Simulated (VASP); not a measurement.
A run of VASP 6.6.1:

Contents of INCAR:

```
SYSTEM = BAs
  PREC = Accurate
  ENCUT = 520
  EDIFF = 1E-6
  ISMEAR = 0
  SIGMA = 0.01
  LREAL = .FALSE.
  LASPH = .TRUE.
  NELM = 60
  ALGO = Normal
  ISIF = 2
  LWAVE = .FALSE.
  LCHARG = .FALSE.
  GGA = PE
  NBANDS = 11
```

The input KPOINTS:

```
regular mesh
0
G
  7 7 7
  0 0 0
```

The input POSCAR:

```
BAs
1.0
    0.0000000000      2.3562190158      2.3562190158
    2.3562190158      0.0000000000      2.3562190158
    2.3562190158      2.3562190158      0.0000000000
B As
1 1
Direct
    0.0000000000      0.0000000000      0.0000000000
    0.2500000000      0.2500000000      0.2500000000
```

Potentials or basis: VASP PAW PBE potentials, release 64 (B, As).

Run with:

```bash
$ cat potpaw_PBE.64/B/POTCAR potpaw_PBE.64/As/POTCAR > POTCAR
$ mpirun -np 1 vasp_std > vasp.out
```

Hardware: 1 thread of AMD EPYC 7R13 Processor (Zen 3) (shared host).

Problem. Estimate the wall time of this run.

Solution. Run time: 5.9 s on 1 thread of AMD EPYC 7R13 Processor (Zen 3), on a shared host, peak memory 0.12 GiB. Counts: scf iterations 12, k points 20.
